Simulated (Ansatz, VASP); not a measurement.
## Two plane-wave programs on WSe2

```xyz
3
Lattice="3.3684 0.0000 0.0000 -1.6842 2.9171 0.0000 0.0000 0.0000 16.9111" Properties=species:S:1:pos:R:3 pbc="T T T"
W     0.0000    0.0000    0.0000
Se    0.0000    1.9447    1.6979
Se    0.0000    1.9447   15.2133
```

Change from the starting cell: strain +0.030 along x and y, +0.015 along z, atoms carried along.

Alike in both runs: task single point; functional PBEsol; k mesh 12 × 12 × 2; occupations gaussian, width 0.05 eV; no spin polarisation.

```csv
,VASP,Ansatz
version,VASP 6.6.1,Ansatz 0.2.0
potentials or method,"VASP PAW PBE potentials, release 64 (W_sv, Se), cutoff 520 eV","scalar-relativistic, plane waves, PAW"
valence electrons in the cell,26,46
```

|  | VASP | Ansatz | Ansatz less VASP |
| --- | --- | --- | --- |
| gap on the k mesh at the Fermi level (eV) | 1.44 | 1.44 | +0.003 |
| least direct gap on the mesh (eV) | 1.44 | 1.44 | +0.003 |
| rms of the force components (eV/Å) | 0.446 | 0.467 | +0.0217 |

VASP's potentials were made for PBE, not for PBEsol. Atom by atom the forces differ by 0.022 eV/Å (rms over components). With one functional, cell and mesh, what is left measures potentials, basis and numerics. VASP's potentials hold 26 valence electrons a cell and Ansatz's 46, so a difference there can come from the potentials and not from the codes.

Spin-orbit coupling is off throughout.
